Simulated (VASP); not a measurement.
Here is a VASP 6.6.1 calculation.

Contents of POSCAR:

```
ZnO
1.0
    3.2461410657      0.0000000000      0.0000000000
   -1.6230705328      2.8112406272      0.0000000000
    0.0000000000      0.0000000000      5.1592006657
Zn O
2 2
Direct
    0.3333333333      0.6666666667     -0.0007619429
    0.6666666667      0.3333333333      0.4992380571
    0.3333333333      0.6666666667      0.3827619429
    0.6666666667      0.3333333333      0.8827619429
```

INCAR.step1

```
  PREC = Accurate
  ENCUT = 580
  ISMEAR = 0
  SIGMA = 0.02
  LREAL = F
  LASPH = T
  NELM = 120
  GGA = PE
  ALGO = Normal
  EDIFF = 1E-5
  LWAVE = T
  LCHARG = F
  GGA_COMPAT = F
  IBRION = 2
  EDIFFG = -0.01
  NELMIN = 4
  NSW = 100
```

INCAR.step2

```
  PREC = Accurate
  ENCUT = 580
  EDIFF = 1E-7
  ISMEAR = 0
  SIGMA = 0.02
  LREAL = F
  LASPH = T
  NELM = 120
  ALGO = Normal
  ISIF = 2
  LWAVE = F
  LCHARG = F
  METAGGA = R2SCAN
  LMIXTAU = T
  IBRION = 2
  NSW = 60
  EDIFFG = -0.002
  ISTART = 1
  GGA_COMPAT = F
  NELMIN = 4
```

KPOINTS

```
regular mesh
0
Gamma
  9 9 6
```

Potentials or basis: VASP PAW PBE potentials, release 64 (Zn, O).

Command:

```sh
$ cat potpaw_PBE.64/Zn/POTCAR potpaw_PBE.64/O/POTCAR > POTCAR
$ cp INCAR.step1 INCAR
$ mpirun -np 1 vasp_std > vasp.out
$ cp INCAR.step2 INCAR
$ mpirun -np 1 vasp_std > vasp.out
```

Question: Estimate the energy gained by relaxing.

Answer: 0.0 meV/atom.

Question: Predict the band gap on the k mesh.

Answer: 1.26 eV.

Final structure:
```cif
data_structure
_symmetry_space_group_name_H-M 'P 1'
_symmetry_Int_Tables_number 1
_cell_length_a 3.2461
_cell_length_b 3.2461
_cell_length_c 5.1592
_cell_angle_alpha 90.000
_cell_angle_beta 90.000
_cell_angle_gamma 120.000
_cell_volume 47.08
loop_
_atom_site_label
_atom_site_type_symbol
_atom_site_fract_x
_atom_site_fract_y
_atom_site_fract_z
_atom_site_occupancy
Zn1 Zn 0.33333 0.66667 0.99935 1
Zn2 Zn 0.66667 0.33333 0.49935 1
O1 O 0.33333 0.66667 0.38265 1
O2 O 0.66667 0.33333 0.88265 1
```

Caveat: the cell differs from its parent crystal (strained cell).
